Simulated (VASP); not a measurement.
# Y (Fm-3m) in VASP: notebook

Y is run at these levels: PBEsol; tasks: single point, relaxation of cell and atoms.

Everything below comes from runs of VASP 6.6.1. Logs are shortened: lines on timing, memory, paths and dates and some standing lists are left out, and cuts for length are marked.

### Step 1. The cell of the first run

The structure is cubic, space group Fm-3m (No. 225). The conventional cell has a = 4.081 Å, b = 4.081 Å, c = 4.081 Å, α = 90.00°, β = 90.00°, γ = 90.00°. Y (site symmetry m-3m) has 12 Y at 2.89 Å within 3.8 Å.

This isn't the form of Y at room conditions, which is hcp.

### Step 2. Single point, PBEsol

File INCAR:

```
PREC = Accurate
ENCUT = 520
EDIFF = 1E-7
ISMEAR = 0
SIGMA = 0.1
LREAL = F
LASPH = T
NELM = 100
ALGO = Fast
ISIF = 2
LWAVE = F
LCHARG = F
GGA = PS
NBANDS = 12
```

File KPOINTS:

```
regular mesh
0
Gamma
  18 18 18
```

File POSCAR:

```
Y
1.0
    0.0000000000      2.0404161726      2.0404161726
    2.0404161726      0.0000000000      2.0404161726
    2.0404161726      2.0404161726      0.0000000000
Y
1
Direct
    0.0000000000      0.0000000000      0.0000000000
```

Potentials or basis: VASP PAW PBE potentials, release 64 (Y_sv).

On the command line:

```
$ cat potpaw_PBE.64/Y_sv/POTCAR > POTCAR
$ mpirun -np 1 vasp_std > vasp.out
```

OUTCAR:

```text
PREC = Accurate
   ENCUT = 520
   EDIFF = 1E-7
   ISMEAR = 0
   LREAL = F
   LASPH = T
   NELM = 100
   ISIF = 2
   GGA = PS

 ion  position               nearest neighbor table
   1  0.000  0.000  0.000-

  LATTYP: Found a face centered cubic cell.
 ALAT       =     4.0808323452

  Lattice vectors:

 A1 = (   0.0000000000,   2.0404161726,   2.0404161726)
 A2 = (   2.0404161726,   0.0000000000,   2.0404161726)
 A3 = (   2.0404161726,   2.0404161726,   0.0000000000)

Analysis of symmetry for initial positions (statically):
=====================================================================
 Subroutine PRICEL returns:
 Original cell was already a primitive cell.

 Routine SETGRP: Setting up the symmetry group for a
 face centered cubic supercell.

 Subroutine GETGRP returns: Found 48 space group operations
 (whereof 48 operations were pure point group operations)
 out of a pool of 48 trial point group operations.

The static configuration has the point symmetry O_h .

Analysis of symmetry for dynamics (positions and initial velocities):
=====================================================================
 Subroutine PRICEL returns:
 Original cell was already a primitive cell.

 Routine SETGRP: Setting up the symmetry group for a
 face centered cubic supercell.

 Subroutine GETGRP returns: Found 48 space group operations
 (whereof 48 operations were pure point group operations)
 out of a pool of 48 trial point group operations.

The dynamic configuration has the point symmetry O_h .

 Subroutine INISYM returns: Found 48 space group operations
 (whereof 48 operations are pure point group operations),
 and found     1 'primitive' translations

----------------------------------------------------------------------------------------

                                     Primitive cell

  volume of cell :      16.9897

  direct lattice vectors                    reciprocal lattice vectors
     0.000000000  2.040416173  2.040416173    -0.245048048  0.245048048  0.245048048
     2.040416173  0.000000000  2.040416173     0.245048048 -0.245048048  0.245048048
     2.040416173  2.040416173  0.000000000     0.245048048  0.245048048 -0.245048048

  length of vectors
     2.885584224  2.885584224  2.885584224     0.424435669  0.424435669  0.424435669

  position of ions in fractional coordinates (direct lattice)
     0.000000000  0.000000000  0.000000000

  ion indices of the primitive-cell ions
   primitive index   ion index
                 1           1

----------------------------------------------------------------------------------------

 KPOINTS: regular mesh

Automatic generation of k-mesh.
 Grid dimensions read from file:
 generate k-points for:   18   18   18

 Generating k-lattice:

  Cartesian coordinates                     Fractional coordinates (reciprocal lattice)
    -0.013613780  0.013613780  0.013613780     0.055555556  0.000000000  0.000000000
     0.013613780 -0.013613780  0.013613780     0.000000000  0.055555556  0.000000000
     0.013613780  0.013613780 -0.013613780     0.000000000  0.000000000  0.055555556

  Length of vectors
     0.023579759  0.023579759  0.023579759

  Shift w.r.t. Gamma in fractional coordinates (k-lattice)
     0.000000000  0.000000000  0.000000000

 Subroutine IBZKPT returns following result:
 ===========================================

 Found    195 irreducible k-points:

 Following reciprocal coordinates:
            Coordinates               Weight
  0.000000  0.000000  0.000000      1.000000
  0.055556  0.000000  0.000000      8.000000
  0.111111  0.000000  0.000000      8.000000
  0.166667  0.000000  0.000000      8.000000
  0.222222  0.000000  0.000000      8.000000
  0.277778  0.000000  0.000000      8.000000
[... 16 lines left out ...]
 -0.277778  0.055556  0.000000     24.000000
 -0.222222  0.055556  0.000000     24.000000
 [... further k-points ...]
   k-points           NKPTS =    195   k-points in BZ     NKDIM =    195   number of bands    NBANDS=     12
   number of dos      NEDOS =    301   number of ions     NIONS =      1
   total plane-waves  NPLWV =  13824
   dimension x,y,z NGX =    24 NGY =   24 NGZ =   24
   dimension x,y,z NGXF=    48 NGYF=   48 NGZF=   48
   ions per type =               1
   NGX,Y,Z   is equivalent  to a cutoff of  13.83, 13.83, 13.83 a.u.
   NGXF,Y,Z  is equivalent  to a cutoff of  27.65, 27.65, 27.65 a.u.
 SYSTEM =  unknown system
   PREC   = accura    normal or accurate (medium, high low for compatibility)
   ISTART =      0    job   : 0-new  1-cont  2-samecut
   ICHARG =      2    charge: 1-file 2-atom 10-const
   ISPIN  =      1    spin polarized calculation?
   LNONCOLLINEAR =      F non collinear calculations
   LSORBIT =      F    spin-orbit coupling
   LASPH  =      T    aspherical Exc in radial PAW
   ENCUT  =  520.0 eV  38.22 Ry    6.18 a.u.   5.37  5.37  5.37*2*pi/ulx,y,z
   NELM   =    100;   NELMIN=  2; NELMDL= -5     # of ELM steps
   EDIFF  = 0.1E-06   stopping-criterion for ELM
   LREAL  =      F    real-space projection
   EDIFFG = 0.1E-05   stopping-criterion for IOM
   NSW    =      0    number of steps for IOM
   IBRION =     -1    ionic relax: 0-MD 1-quasi-New 2-CG
   NFREE  =      0    steps in history (QN), initial steepest desc. (CG)
   ISIF   =      2    stress and relaxation
   ISYM   =      2    0-nonsym 1-usesym 2-fastsym
   POTIM  = 0.5000    time-step for ionic-motion
   TEBEG  =    0.0;   TEEND  =   0.0 temperature during run
   PSTRESS=    0.0 pullay stress
   NELECT =      11.0000    total number of electrons
   NUPDOWN=      -1.0000    fix difference up-down
   EMIN   =  10.00;   EMAX   =-10.00  energy-range for DOS
   EFERMI =   0.00;   METHOD = LEGACY
   ISMEAR =     0;   SIGMA  =   0.10  broadening in eV -4-tet -1-fermi 0-gaus
   EFERMI_NEDOS =   21; number of points for ismear=-14 and -15
   IALGO  =     68    algorithm
   IMIX   =      4    mixing-type and parameters
     AMIX     =   0.40;   BMIX     =  1.00
     AMIX_MAG =   1.60;   BMIX_MAG =  1.00
  volume/ion in A,a.u.               =      16.99       114.65
  Fermi-wavevector in a.u.,A,eV,Ry     =   1.416262  2.676347 27.290544  2.005798
  Thomas-Fermi vector in A             =   2.537615
   LORBIT       =      0    0 simple, 1 ext, 2 COOP (PROOUT), +10 PAW based schemes
   GGA     = PS    functional components
   LHFCALC =     F    Hartree Fock is set to
   AEXX    =    0.0000 exact exchange contribution
   IVDW    =     0    specifies the selected vdW correction
   LEPSILON=     F    determine dielectric tensor
   LRPA    =     F    only Hartree local field effects (RPA)
 non-spin polarized calculation
 RMM-DIIS sequential band-by-band and
 Gauss-broadening in eV      SIGMA  =   0.10
  energy-cutoff  :      520.00
  volume of cell :       16.99
 maximum number of plane-waves:       473
 NGX is ok and might be reduce to    24
   NGX = 11   NGY = 11   NGZ = 11

 number of electron      11.0000000 magnetization

 Free energy of the ion-electron system (eV)
  ---------------------------------------------------
  ext. energy  EPLUGINS =         0.00000000
  ---------------------------------------------------
  free energy    TOTEN  =        -5.07464167 eV

  energy without entropy =       -5.06996230  energy(sigma->0) =       -5.07230198

 E-fermi :   6.8658     XC(G=0): -12.4915

 val. band max:        6.8636276108   @ k =  -0.3889   0.2778   0.0556
 cond. band min:       6.9242404301   @ k =   0.2778   0.1667   0.0556
 fundamental gap:      0.0606128193
 Fermi energy:         6.8658487170

 k-point     1 :       0.0000    0.0000    0.0000
  band No.  band energies     occupation
      1     -35.2474      2.00000
      2     -13.2476      2.00000
      3     -13.2476      2.00000
      4     -13.2476      2.00000
      5       2.2834      2.00000
      6       9.0776      0.00000
      7       9.0776      0.00000
      8       9.0776      0.00000
      9      13.2985      0.00000
     10      13.2985      0.00000
     11      17.5427      0.00000
     12      23.1973      0.00000

 k-point     2 :       0.0556    0.0000    0.0000
  band No.  band energies     occupation
      1     -35.2249      2.00000
      2     -13.3829      2.00000
      3     -13.2616      2.00000
      4     -13.2616      2.00000
      5       2.4637      2.00000
      6       8.9010      0.00000
      7       9.1552      0.00000
      8       9.1552      0.00000
      9      13.1691      0.00000
     10      13.1691      0.00000
     11      17.9245      0.00000
     12      22.6662      0.00000

 k-point     3 :       0.1111    0.0000    0.0000
  band No.  band energies     occupation
      1     -35.1596      2.00000
      2     -13.7595      2.00000
      3     -13.3018      2.00000
      4     -13.3018      2.00000
      5       2.9541      2.00000
      6       8.4965      0.00000
      7       9.3563      0.00000
      8       9.3563      0.00000
      9      12.8758      0.00000
     10      12.8758      0.00000
     11      18.8777      0.00000
     12      21.7214      0.00000
[... 286 lines left out ...]
 k-point    23 :      -0.2778    0.0556    0.0000
  band No.  band energies     occupation
      1     -34.7288      2.00000
      2     -15.7444      2.00000
      3     -13.6784      2.00000
      4     -13.4947      2.00000
      5       4.5003      2.00000
      6       8.7166      0.00000
      7       9.1941      0.00000
      8       9.3999      0.00000
      9      12.9762      0.00000
     10      14.5601      0.00000
     11      18.3843      0.00000
     12      25.8332      0.00000

 k-point    24 :      -0.2222    0.0556    0.0000
  band No.  band energies     occupation
      1     -34.8678      2.00000
      2     -15.1510      2.00000
      3     -13.5995      2.00000
      4     -13.4157      2.00000
      5       4.4101      2.00000
      6       8.0354      0.00000
      7       9.5018      0.00000
      8       9.6609      0.00000
      9      12.2419      0.00000
     10      13.7372      0.00000
     11      19.0195      0.00000
     12      23.8748      0.00000

 [... further k-points ...]

------------------------ aborting loop because EDIFF is reached ----------------------------------------

  FORCE on cell =-STRESS in cart. coord.  units (eV):
  Direction    XX          YY          ZZ          XY          YZ          ZX
  --------------------------------------------------------------------------------------
  -------------------------------------------------------------------------------------
  Total        6.3348069      6.3348069      6.3348069     -0.0000000      0.0000000     -0.0000000
  in kB      597.3896580    597.3896580    597.3896580     -0.0000000      0.0000000     -0.0000000
  external PRESSURE =     597.3896580 kB  Pullay stress =       0.0000000 kB

 VOLUME and BASIS-vectors are now :
 -----------------------------------------------------------------------------
  energy-cutoff  :      520.00
  volume of cell :       16.99
      direct lattice vectors                 reciprocal lattice vectors
     0.000000000  2.040416173  2.040416173    -0.245048048  0.245048048  0.245048048
     2.040416173  0.000000000  2.040416173     0.245048048 -0.245048048  0.245048048
     2.040416173  2.040416173  0.000000000     0.245048048  0.245048048 -0.245048048

 POSITION                                       TOTAL-FORCE (eV/Angst)
 -----------------------------------------------------------------------------------
      0.00000      0.00000      0.00000         0.000000      0.000000      0.000000
 -----------------------------------------------------------------------------------
    total drift:                                0.000000      0.000000      0.000000

  FREE ENERGIE OF THE ION-ELECTRON SYSTEM (eV)
  ---------------------------------------------------
  free  energy   TOTEN  =        -5.0746416665 eV

  energy  without entropy=       -5.0699622992  energy(sigma->0) =       -5.07230198
```

It took 20 s on 1 thread of Intel Xeon 6975P-C (Granite Rapids), shared host; peak memory 0.19 GiB.

Results:

```yaml
Free_energy: -5.0746 eV
Pressure: 59.7 GPa
Band_gap_on_the_k_mesh: zero (an odd number of electrons rules out a gap without spin polarisation)
```

Levels at points of the mesh, in eV from the Fermi level:
```
           k point  band 3  band 4  band 5  band 6  band 7  band 8
(0.00, 0.00, 0.00)  -20.11  -20.11   -4.58    2.21    2.21    2.21
(0.50, 0.00, 0.00)  -20.55  -20.55   -2.94    1.77    1.77    4.61
(0.50, 0.50, 0.00)  -21.39  -21.39   -3.99   -2.89    7.62    9.78
```

Caveat: the cell stands under pressure; the PAW data sets were made with another functional, which shifts forces and pressure a little.

### Step 3. Single point, PBEsol

This run uses another cell than the first one, of 33.44 Å³/atom.

File INCAR:

```
  PREC = Accurate
  ENCUT = 520
  EDIFF = 1E-7
  ISMEAR = 0
  SIGMA = 0.1
  LREAL = F
  LASPH = T
  NELM = 80
  ALGO = Normal
  ISIF = 2
  LWAVE = F
  LCHARG = F
  GGA = PS
  NBANDS = 12
```

File KPOINTS:

```
Automatic mesh
0
Gamma
  14 14 14
```

File POSCAR:

```
Y
1.0
    0.0000000000      2.5570414264      2.5570414264
    2.5570414264      0.0000000000      2.5570414264
    2.5570414264      2.5570414264      0.0000000000
Y
1
Direct
    0.0000000000      0.0000000000      0.0000000000
```

Potentials or basis: VASP PAW PBE potentials, release 64 (Y_sv).

On the command line:

```
$ cat potpaw_PBE.64/Y_sv/POTCAR > POTCAR
$ mpirun -np 1 vasp_std > vasp.out
```

It took 22 s on 1 thread of Intel Xeon 6975P-C (Granite Rapids), shared host; peak memory 0.2 GiB.

The run converged. Its results:

| Quantity | Value |
| --- | --- |
| Free energy | -6.7779 eV |
| Pressure | -3.1 GPa |
| Band gap on the k mesh | zero (an odd number of electrons rules out a gap without spin polarisation) |

Levels at points of the mesh, in eV from the Fermi level:
```csv
k point,band 2,band 3,band 4,band 5,band 6,band 7,band 8,band 9
"(0.00, 0.00, 0.00)",-22.40,-22.40,-22.40,-4.74,1.74,1.74,1.74,3.68
"(0.50, 0.00, 0.00)",-22.93,-22.47,-22.47,-1.97,0.55,1.58,1.58,5.09
"(0.50, 0.50, 0.00)",-22.89,-22.59,-22.59,-1.70,-0.84,1.96,5.10,5.49
```

Caveat: the cell stands under tension; the PAW data sets were made with another functional, which shifts forces and pressure a little.

[end of part 1 of 2]
